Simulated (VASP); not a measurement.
Write the native input for VASP 6.6.1 that does the following.

```yaml
Task: single point
Functional: PBE
Potentials_or_basis: VASP PAW PBE potentials, release 64 (Si, C)
Cutoff: 520 eV
k_mesh: 10 × 10 × 10
Occupations: gaussian, width 0.05 eV
Spin: no spin polarisation
Dipole_correction: no
Further_INCAR_settings: ALGO = Normal; EDIFF = 1e-06; NBANDS = 11
```

The structure of SiC lies in POSCAR:

```
SiC
1.0
    0.0000000000      2.1351174926      2.1351174926
    2.1351174926      0.0000000000      2.1351174926
    2.1351174926      2.1351174926      0.0000000000
Si C
1 1
Direct
    0.0000000000      0.0000000000      0.0000000000
    0.7500000000      0.7500000000      0.7500000000
```

This cell differs from its parent crystal: strain -0.025 along x and y, -0.025 along z.

These files were run (other wordings do the same):

INCAR

```
SYSTEM = SiC
ALGO = Normal
EDIFF = 1E-6
ENCUT = 520
GGA = PE
ISIF = 2
ISMEAR = 0
LASPH = .True.
LCHARG = .False.
LREAL = .False.
LWAVE = .False.
NBANDS = 11
NELM = 100
PREC = Accurate
SIGMA = 0.05
```

KPOINTS

```
k-points
0
Gamma
  10 10 10
  0 0 0
```

Potentials or basis: VASP PAW PBE potentials, release 64 (Si, C).

Command:

```console
$ cat potpaw_PBE.64/Si/POTCAR potpaw_PBE.64/C/POTCAR > POTCAR
$ mpirun -np 1 vasp_std > vasp.out
```

Results of the run:

```json
{"Pressure": "18.6 GPa", "Band gap on the k mesh": "1.30 eV, indirect (least direct gap 4.60 eV)"}
```

Caveat: the cell differs from its parent crystal (strain -0.025 along x and y, -0.025 along z).

Wall time 9.1 s on 1 thread of Intel(R) Xeon(R) Platinum 8488C (Sapphire Rapids), on a shared host, peak memory 0.13 GiB.
